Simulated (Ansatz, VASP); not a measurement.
**Two plane-wave programs on Rb3LuBe2**

```
Rb Lu Be
1.0
     3.17567    1.83347    4.48254
    -3.17567    1.83347    4.48254
     0.00000   -3.66695    4.48254
Rb Lu Be
3 1 2
Cartesian
  0.0000 -1.8335 2.2413
  1.5878 0.9167 2.2413
  -1.5878 0.9167 2.2413
  0.0000 0.0000 0.0000
  0.0000 0.0000 8.4581
  0.0000 0.0000 4.9895
```

Change from the starting cell: species swapped into the Pr2GeRh3 type (R-3m, No. 166).

Alike in both runs: task single point; functional PBE; k mesh 3 × 3 × 3; occupations gaussian, width 0.1 eV; no spin polarisation.

|  | VASP | Ansatz |
| --- | --- | --- |
| version | VASP 6.6.1 | Ansatz 0.2.0 |
| potentials or method | VASP PAW PBE potentials, release 64 (Rb_sv, Lu, Be), cutoff 520 eV | scalar-relativistic, plane waves, PAW |
| valence electrons in the cell | 56 | 56 |

Ansatz gave:

```
gap on the k mesh at the Fermi level (eV)                     : none
pressure (GPa)                                                : 9.0
traceless stress, the component that is largest in VASP (GPa) : 8.24
rms of the force components (eV/Å)                            : 0.166
```

Question: Estimate VASP's values.

Answer: gap on the k mesh at the Fermi level (eV): none; pressure (GPa): 9.2; traceless stress, the component that is largest in VASP (GPa): 8.27; rms of the force components (eV/Å): 0.166.

Atom by atom the forces differ by 0.000 eV/Å (rms over components). A gap of «none» marks a metal or a gap that the smearing closes. The functional is the same, so the differences come from potentials, cutoffs and numerics.

The k mesh is coarse, so the values compare programs but aren't converged. Neither program's run includes spin-orbit coupling.
